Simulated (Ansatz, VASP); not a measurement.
TaN in VASP and in Ansatz

```xyz
4
Lattice="2.9178 0.0000 0.0000 -1.4589 2.5269 0.0000 0.0000 0.0000 5.9094" Properties=species:S:1:pos:R:3 pbc="T T T"
Ta    0.0000    0.0000    0.0000
Ta    0.0000    0.0000    2.9547
N     0.0000    1.6846    1.4774
N     1.4589    0.8423    4.4321
```

Alike in both runs: functional PBE; k mesh 6 × 6 × 4; occupations gaussian, width 0.1 eV; no spin polarisation.

Ansatz relaxed the structure, and its values are those at the end. VASP's run is a single point on that final structure, the one shown.

```csv
,VASP,Ansatz
version,VASP 6.6.1,Ansatz 0.2.0
potentials or method,"VASP PAW PBE potentials, release 64 (Ta_pv, N), cutoff 520 eV","scalar-relativistic, plane waves, PAW"
valence electrons in the cell,32,36
```

|  | VASP | Ansatz | Ansatz less VASP |
| --- | --- | --- | --- |
| gap on the k mesh at the Fermi level (eV) | none | none | - |
| pressure (GPa) | 0.7 | 0.0 | -0.70 |

A gap of «none» marks a metal or a gap that the smearing closes. VASP's potentials hold 32 valence electrons a cell and Ansatz's 36, so a difference there can come from the potentials and not from the codes.

The k mesh is coarse, so the values compare programs but aren't converged. Spin-orbit coupling is off throughout.
